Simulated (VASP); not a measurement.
# Hg (Im-3m) in VASP: further runs

Hg is run at these levels: r2SCAN; tasks: single point, relaxation of cell and atoms.

All numbers are computed with VASP 6.6.1; they aren't measurements. Logs are shortened: lines on timing, memory, paths and dates and some standing lists are left out, and cuts for length are marked.

**1. The cell of the first run**

Symmetry: Im-3m, No. 229, cubic system. The conventional cell has a = 3.861 Å, b = 3.861 Å, c = 3.861 Å, α = 90.00°, β = 90.00°, γ = 90.00°. Hg (site symmetry m-3m) has 14 Hg at 3.34 to 3.86 Å within 4.4 Å.

**2. Single point, r2SCAN (28.78 Å³/atom)**

Input file POSCAR:

```
Hg
1.0
   -1.9304633748      1.9304633748      1.9304633748
    1.9304633748     -1.9304633748      1.9304633748
    1.9304633748      1.9304633748     -1.9304633748
Hg
1
Direct
    0.0000000000      0.0000000000      0.0000000000
```

Input file INCAR.step1:

```
SYSTEM = Hg
ALGO = Normal
EDIFF = 1E-5
ENCUT = 550
GGA = PE
GGA_COMPAT = .False.
ISMEAR = -1
LASPH = .True.
LCHARG = .False.
LREAL = .False.
LWAVE = .True.
NBANDS = 12
NELM = 120
PREC = Accurate
SIGMA = 0.1
```

Input file INCAR.step2:

```
SYSTEM = Hg
ALGO = Normal
EDIFF = 1E-6
ENCUT = 550
GGA_COMPAT = .False.
ISIF = 2
ISMEAR = -1
ISTART = 1
LASPH = .True.
LCHARG = .False.
LMIXTAU = .True.
LREAL = .False.
LWAVE = .False.
METAGGA = R2SCAN
NBANDS = 12
NELM = 120
PREC = Accurate
SIGMA = 0.1
```

Input file KPOINTS:

```
k-points
0
Gamma
  13 13 13
  0 0 0
```

Potentials or basis: VASP PAW PBE potentials, release 64 (Hg).

The run is started by

```
$ cat potpaw_PBE.64/Hg/POTCAR > POTCAR
$ cp INCAR.step1 INCAR
$ mpirun -np 1 vasp_std > vasp.out
$ cp INCAR.step2 INCAR
$ mpirun -np 1 vasp_std > vasp.out
```

OUTCAR:

```text
SYSTEM = Hg
   EDIFF = 1E-6
   ENCUT = 550
   ISIF = 2
   ISMEAR = -1
   ISTART = 1
   LASPH = .True.
   LREAL = .False.
   METAGGA = R2SCAN
   NELM = 120
   PREC = Accurate

 ion  position               nearest neighbor table
   1  0.000  0.000  0.000-

  LATTYP: Found a body centered cubic cell.
 ALAT       =     3.8609267496

  Lattice vectors:

 A1 = (  -1.9304633748,   1.9304633748,   1.9304633748)
 A2 = (   1.9304633748,  -1.9304633748,   1.9304633748)
 A3 = (   1.9304633748,   1.9304633748,  -1.9304633748)

Analysis of symmetry for initial positions (statically):
=====================================================================
 Subroutine PRICEL returns:
 Original cell was already a primitive cell.

 Routine SETGRP: Setting up the symmetry group for a
 body centered cubic supercell.

 Subroutine GETGRP returns: Found 48 space group operations
 (whereof 48 operations were pure point group operations)
 out of a pool of 48 trial point group operations.

The static configuration has the point symmetry O_h .

Analysis of symmetry for dynamics (positions and initial velocities):
=====================================================================
 Subroutine PRICEL returns:
 Original cell was already a primitive cell.

 Routine SETGRP: Setting up the symmetry group for a
 body centered cubic supercell.

 Subroutine GETGRP returns: Found 48 space group operations
 (whereof 48 operations were pure point group operations)
 out of a pool of 48 trial point group operations.

The dynamic configuration has the point symmetry O_h .

 Subroutine INISYM returns: Found 48 space group operations
 (whereof 48 operations are pure point group operations),
 and found     1 'primitive' translations

----------------------------------------------------------------------------------------

                                     Primitive cell

  volume of cell :      28.7769

  direct lattice vectors                    reciprocal lattice vectors
    -1.930463375  1.930463375  1.930463375     0.000000000  0.259005173  0.259005173
     1.930463375 -1.930463375  1.930463375     0.259005173  0.000000000  0.259005173
     1.930463375  1.930463375 -1.930463375     0.259005173  0.259005173  0.000000000

  length of vectors
     3.343660647  3.343660647  3.343660647     0.366288628  0.366288628  0.366288628

  position of ions in fractional coordinates (direct lattice)
     0.000000000  0.000000000  0.000000000

  ion indices of the primitive-cell ions
   primitive index   ion index
                 1           1

----------------------------------------------------------------------------------------

 KPOINTS: k-points

Automatic generation of k-mesh.
 Grid dimensions read from file:
 generate k-points for:   13   13   13

 Generating k-lattice:

  Cartesian coordinates                     Fractional coordinates (reciprocal lattice)
     0.000000000  0.019923475  0.019923475     0.076923077  0.000000000  0.000000000
     0.019923475  0.000000000  0.019923475     0.000000000  0.076923077  0.000000000
     0.019923475  0.019923475  0.000000000     0.000000000  0.000000000  0.076923077

  Length of vectors
     0.028176048  0.028176048  0.028176048

  Shift w.r.t. Gamma in fractional coordinates (k-lattice)
     0.000000000  0.000000000  0.000000000

 Subroutine IBZKPT returns following result:
 ===========================================

 Found     84 irreducible k-points:

 Following reciprocal coordinates:
            Coordinates               Weight
  0.000000  0.000000  0.000000      1.000000
  0.076923  0.000000  0.000000     12.000000
  0.153846  0.000000  0.000000     12.000000
  0.230769  0.000000  0.000000     12.000000
  0.307692  0.000000  0.000000     12.000000
  0.384615  0.000000  0.000000     12.000000
[... 16 lines left out ...]
  0.153846  0.076923  0.076923     24.000000
  0.230769  0.076923  0.076923     24.000000
 [... further k-points ...]
   k-points           NKPTS =     84   k-points in BZ     NKDIM =     84   number of bands    NBANDS=     12
   number of dos      NEDOS =    301   number of ions     NIONS =      1
   total plane-waves  NPLWV =  21952
   dimension x,y,z NGX =    28 NGY =   28 NGZ =   28
   dimension x,y,z NGXF=    56 NGYF=   56 NGZF=   56
   ions per type =               1
   NGX,Y,Z   is equivalent  to a cutoff of  13.92, 13.92, 13.92 a.u.
   NGXF,Y,Z  is equivalent  to a cutoff of  27.84, 27.84, 27.84 a.u.
 SYSTEM =  Hg
   PREC   = accura    normal or accurate (medium, high low for compatibility)
   ISTART =      1    job   : 0-new  1-cont  2-samecut
   ICHARG =      0    charge: 1-file 2-atom 10-const
   ISPIN  =      1    spin polarized calculation?
   LNONCOLLINEAR =      F non collinear calculations
   LSORBIT =      F    spin-orbit coupling
   LASPH  =      T    aspherical Exc in radial PAW
   ENCUT  =  550.0 eV  40.42 Ry    6.36 a.u.   6.39  6.39  6.39*2*pi/ulx,y,z
   NELM   =    120;   NELMIN=  2; NELMDL=  0     # of ELM steps
   EDIFF  = 0.1E-05   stopping-criterion for ELM
   LREAL  =      F    real-space projection
   EDIFFG = 0.1E-04   stopping-criterion for IOM
   NSW    =      0    number of steps for IOM
   IBRION =     -1    ionic relax: 0-MD 1-quasi-New 2-CG
   NFREE  =      0    steps in history (QN), initial steepest desc. (CG)
   ISIF   =      2    stress and relaxation
   ISYM   =      2    0-nonsym 1-usesym 2-fastsym
   POTIM  = 0.5000    time-step for ionic-motion
   TEBEG  =    0.0;   TEEND  =   0.0 temperature during run
   PSTRESS=    0.0 pullay stress
   NELECT =      12.0000    total number of electrons
   NUPDOWN=      -1.0000    fix difference up-down
   EMIN   =  10.00;   EMAX   =-10.00  energy-range for DOS
   EFERMI =   0.00;   METHOD = LEGACY
   ISMEAR =    -1;   SIGMA  =   0.10  broadening in eV -4-tet -1-fermi 0-gaus
   EFERMI_NEDOS =   21; number of points for ismear=-14 and -15
   IALGO  =     38    algorithm
   IMIX   =      4    mixing-type and parameters
     AMIX     =   0.40;   BMIX     =  1.00
     AMIX_MAG =   1.60;   BMIX_MAG =  1.00
  volume/ion in A,a.u.               =      28.78       194.20
  Fermi-wavevector in a.u.,A,eV,Ry     =   1.223077  2.311280 20.353180  1.495917
  Thomas-Fermi vector in A             =   2.358201
   LORBIT       =      0    0 simple, 1 ext, 2 COOP (PROOUT), +10 PAW based schemes
   METAGGA = R2SCAN    functional components
   LHFCALC =     F    Hartree Fock is set to
   AEXX    =    0.0000 exact exchange contribution
   IVDW    =     0    specifies the selected vdW correction
   LEPSILON=     F    determine dielectric tensor
   LRPA    =     F    only Hartree local field effects (RPA)
 non-spin polarized calculation
  energy-cutoff  :      550.00
  volume of cell :       28.78
 maximum number of plane-waves:       887
 NGX is ok and might be reduce to    28
   NGX = 13   NGY = 13   NGZ = 13

 number of electron      12.0000000 magnetization

 Free energy of the ion-electron system (eV)
  ---------------------------------------------------
  ext. energy  EPLUGINS =         0.00000000
  ---------------------------------------------------
  free energy    TOTEN  =       -49.36263358 eV

  energy without entropy =      -49.35654030  energy(sigma->0) =      -49.35958694

 E-fermi :   1.3113     XC(G=0): -10.2983

 val. band max:        1.3073860354   @ k =   0.4615   0.0000   0.0000
 cond. band min:       1.3252224589   @ k =  -0.4615  -0.4615   0.0769
 fundamental gap:      0.0178364235
 Fermi energy:         1.3112825558

 k-point     1 :       0.0000    0.0000    0.0000
  band No.  band energies     occupation
      1      -6.5222      2.00000
      2      -5.6885      2.00000
      3      -5.6885      2.00000
      4      -5.6885      2.00000
      5      -5.0738      2.00000
      6      -5.0738      2.00000
      7      15.3936      0.00000
      8      15.3936      0.00000
      9      15.3936      0.00000
     10      16.4390      0.00000
     11      16.4390      0.00000
     12      16.4390      0.00000

 k-point     2 :       0.0769    0.0000    0.0000
  band No.  band energies     occupation
      1      -6.3851      2.00000
      2      -5.7061      2.00000
      3      -5.6760      2.00000
      4      -5.6346      2.00000
      5      -5.0922      2.00000
      6      -5.0732      2.00000
      7      13.9121      0.00000
      8      14.8596      0.00000
      9      14.9709      0.00000
     10      16.0310      0.00000
     11      16.3685      0.00000
     12      16.4466      0.00000

 k-point     3 :       0.1538    0.0000    0.0000
  band No.  band energies     occupation
      1      -6.0638      2.00000
      2      -5.7545      2.00000
      3      -5.5601      2.00000
      4      -5.4815      2.00000
      5      -5.1300      2.00000
      6      -5.0715      2.00000
      7      11.1899      0.00000
      8      13.6963      0.00000
      9      13.9631      0.00000
     10      15.5399      0.00000
     11      16.2040      0.00000
     12      16.8611      0.00000
[... 286 lines left out ...]
 k-point    23 :       0.1538    0.0769    0.0769
  band No.  band energies     occupation
      1      -5.8275      2.00000
      2      -5.8126      2.00000
      3      -5.5278      2.00000
      4      -5.1338      2.00000
      5      -5.0852      2.00000
      6      -4.4895      2.00000
      7       8.1655      0.00000
      8      10.6842      0.00000
      9      11.3307      0.00000
     10      17.4959      0.00000
     11      17.5486      0.00000
     12      18.2306      0.00000

 k-point    24 :       0.2308    0.0769    0.0769
  band No.  band energies     occupation
      1      -5.9119      2.00000
      2      -5.8793      2.00000
      3      -5.2226      2.00000
      4      -5.1330      2.00000
      5      -5.0689      2.00000
      6      -3.5072      2.00000
      7       5.7973      0.00000
      8       9.5371      0.00000
      9      10.5736      0.00000
     10      17.2508      0.00000
     11      17.4741      0.00000
     12      19.2791      0.00000

 [... further k-points ...]
[... 5 lines left out ...]
  --------------------------------------------------------------------------------------
  -------------------------------------------------------------------------------------
  Total       -0.1633033     -0.1633033     -0.1633033      0.0000000     -0.0000000      0.0000000
  in kB       -9.0920320     -9.0920320     -9.0920320      0.0000000     -0.0000000      0.0000000
  external PRESSURE =      -9.0920320 kB  Pullay stress =       0.0000000 kB

 VOLUME and BASIS-vectors are now :
 -----------------------------------------------------------------------------
  energy-cutoff  :      550.00
  volume of cell :       28.78
      direct lattice vectors                 reciprocal lattice vectors
    -1.930463375  1.930463375  1.930463375     0.000000000  0.259005173  0.259005173
     1.930463375 -1.930463375  1.930463375     0.259005173  0.000000000  0.259005173
     1.930463375  1.930463375 -1.930463375     0.259005173  0.259005173  0.000000000

 POSITION                                       TOTAL-FORCE (eV/Angst)
 -----------------------------------------------------------------------------------
      0.00000      0.00000      0.00000        -0.000000      0.000000     -0.000000
 -----------------------------------------------------------------------------------
    total drift:                               -0.000000      0.000000      0.000000

  FREE ENERGIE OF THE ION-ELECTRON SYSTEM (eV)
  ---------------------------------------------------
  free  energy   TOTEN  =       -49.3626335823 eV

  energy  without entropy=      -49.3565403041  energy(sigma->0) =      -49.35958694
```

Wall time 1.8 min (1 thread of Intel Xeon 6975P-C (Granite Rapids), shared host); peak memory 0.18 GiB.

What came out:

```
Free energy            : -49.3626 eV
Pressure               : -0.9 GPa
Band gap on the k mesh : zero (bands 6 and 7 overlap by 1.67 eV)
```

Levels at points of the mesh, in eV from the Fermi level:
```tsv
k point	band 4	band 5	band 6	band 7	band 8	band 9
(0.00, 0.00, 0.00)	-7.00	-6.39	-6.39	14.08	14.08	14.08
```

Caveat: the PAW data sets were made with another functional, which shifts forces and pressure a little; spin-orbit coupling is left out, which moves the levels of the heavy elements.

**3. Single point, r2SCAN (29.84 Å³/atom)**

This run uses another cell than the first one, of 29.84 Å³/atom.

Input file POSCAR:

```
Hg
1.0
   -1.9540079316      1.9540079316      1.9540079316
    1.9540079316     -1.9540079316      1.9540079316
    1.9540079316      1.9540079316     -1.9540079316
Hg
1
Direct
    0.0000000000      0.0000000000      0.0000000000
```

Input file INCAR.step1:

```
PREC     = Accurate       # precision mode
ENCUT    = 550            # plane-wave cutoff, eV
ISMEAR   = -1             # smearing method
SIGMA    = 0.1            # smearing width, eV
LREAL    = F              # projectors in reciprocal space
LASPH    = T              # aspherical terms in the spheres
NELM     = 120            # most SCF steps
NBANDS   = 12             # bands
GGA      = PE             # functional
ALGO     = Normal         # electronic algorithm
EDIFF    = 1E-5           # SCF threshold, eV
LWAVE    = T              # write WAVECAR
LCHARG   = F              # write CHGCAR
GGA_COMPAT= F
```

Input file INCAR.step2:

```
PREC     = Accurate       # precision mode
ENCUT    = 550            # plane-wave cutoff, eV
EDIFF    = 1E-6           # SCF threshold, eV
ISMEAR   = -1             # smearing method
SIGMA    = 0.1            # smearing width, eV
LREAL    = F              # projectors in reciprocal space
LASPH    = T              # aspherical terms in the spheres
NELM     = 120            # most SCF steps
ALGO     = Normal         # electronic algorithm
ISIF     = 2              # what is computed and relaxed
LWAVE    = F              # write WAVECAR
LCHARG   = F              # write CHGCAR
METAGGA  = R2SCAN         # meta-GGA
LMIXTAU  = T            
NBANDS   = 12             # bands
ISTART   = 1            
GGA_COMPAT= F
```

Input file KPOINTS:

```
regular mesh
0
Gamma
  13 13 13
```

Potentials or basis: VASP PAW PBE potentials, release 64 (Hg).

The run is started by

```
$ cat potpaw_PBE.64/Hg/POTCAR > POTCAR
$ cp INCAR.step1 INCAR
$ mpirun -np 1 vasp_std > vasp.out
$ cp INCAR.step2 INCAR
$ mpirun -np 1 vasp_std > vasp.out
```

Wall time 1.7 min (1 thread of Intel Xeon 6975P-C (Granite Rapids), shared host); peak memory 0.18 GiB.

The run converged. Its results:

```
Free energy            : -49.3556 eV
Pressure               : -1.2 GPa
Band gap on the k mesh : zero (bands 6 and 7 overlap by 1.38 eV)
```

Levels at points of the mesh, in eV from the Fermi level:
```
           k point  band 4  band 5  band 6  band 7  band 8  band 9
(0.00, 0.00, 0.00)   -6.92   -6.35   -6.35   13.64   13.64   13.64
```

Caveat: the PAW data sets were made with another functional, which shifts forces and pressure a little; spin-orbit coupling is left out, which moves the levels of the heavy elements.

**4. Single point, r2SCAN**

This run uses another cell than the first one, of 26.65 Å³/atom.

Input file POSCAR:

```
Hg
1.0
   -1.8815697170      1.8815697170      1.8815697170
    1.8815697170     -1.8815697170      1.8815697170
    1.8815697170      1.8815697170     -1.8815697170
Hg
1
Direct
    0.0000000000      0.0000000000      0.0000000000
```

Input file INCAR.step1:

```
SYSTEM = Hg
PREC = Accurate
ENCUT = 550
ISMEAR = -1
SIGMA = 0.1
LREAL = .False.
LASPH = .True.
NELM = 120
NBANDS = 12
GGA = PE
ALGO = Normal
EDIFF = 1E-5
LWAVE = .True.
LCHARG = .False.
GGA_COMPAT = .False.
```

Input file INCAR.step2:

```
SYSTEM = Hg
PREC = Accurate
ENCUT = 550
EDIFF = 1E-6
ISMEAR = -1
SIGMA = 0.1
LREAL = .False.
LASPH = .True.
NELM = 120
ALGO = Normal
ISIF = 2
LWAVE = .False.
LCHARG = .True.
METAGGA = R2SCAN
LMIXTAU = .True.
LELF = .True.
LVHAR = .True.
NBANDS = 12
ISTART = 1
GGA_COMPAT = .False.
```

Input file KPOINTS:

```
regular mesh
0
Gamma
  19 19 19
  0 0 0
```

The run is started by

```
$ cat potpaw_PBE.64/Hg/POTCAR > POTCAR
$ cp INCAR.step1 INCAR
$ mpirun -np 1 vasp_std > vasp.out
$ cp INCAR.step2 INCAR
$ mpirun -np 1 vasp_std > vasp.out
```

Wall time 4.6 min (1 thread of Intel Xeon 6975P-C (Granite Rapids), shared host); peak memory 0.22 GiB.

The run converged. Its results:

| Quantity | Value |
| --- | --- |
| Free energy | -49.3662 eV |
| Pressure | 0.4 GPa |
| Band gap on the k mesh | zero (bands 6 and 7 overlap by 2.69 eV) |

Levels at points of the mesh, in eV from the Fermi level:
```tsv
k point	band 3	band 4	band 5	band 6	band 7	band 8	band 9	band 10
(0.00, 0.00, 0.00)	-7.10	-7.10	-6.38	-6.38	15.16	15.16	15.16	15.55
```

Caveat: the PAW data sets were made with another functional, which shifts forces and pressure a little; spin-orbit coupling is left out, which moves the levels of the heavy elements.

[end of part 1 of 3]
